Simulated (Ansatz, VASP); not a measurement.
HfNbTe4 in VASP and in Ansatz

```xyz
6
Lattice="4.5112 0.0000 0.0000 -2.2556 3.9068 0.0000 0.0000 0.0000 11.5547" Properties=species:S:1:pos:R:3 pbc="T T T"
Hf    0.0000    0.0000    5.7774
Nb    0.0000    0.0000    0.0000
Te    2.2556    1.3023    8.2962
Te    2.2556    1.3023    2.3312
Te    0.0000    2.6045    9.2235
Te    0.0000    2.6045    3.2585
```

Change from the starting cell: species swapped into the SrCaSi4 type (P-3m1, No. 164).

Alike in both runs: task single point; functional PBE; k mesh 6 × 6 × 2; occupations gaussian, width 0.1 eV; no spin polarisation.

|  | VASP | Ansatz |
| --- | --- | --- |
| version | VASP 6.6.1 | Ansatz 0.2.0 |
| potentials or method | VASP PAW PBE potentials, release 64 (Hf_pv, Nb_sv, Te), cutoff 520 eV | scalar-relativistic, plane waves, PAW |
| valence electrons in the cell | 47 | 103 |

```csv
,VASP,Ansatz,Ansatz less VASP
gap on the k mesh at the Fermi level (eV),none,none,-
pressure (GPa),-0.2,-0.2,-0.02
"traceless stress, the component that is largest in VASP (GPa)",-7.16,-7.13,+0.029
rms of the force components (eV/Å),1.784,1.784,+0.0008
```

Atom by atom the forces differ by 0.001 eV/Å (rms over components). A gap of «none» marks a metal or a gap that the smearing closes. VASP's potentials hold 47 valence electrons a cell and Ansatz's 103, so a difference there can come from the potentials and not from the codes.

Spin-orbit coupling is off throughout.
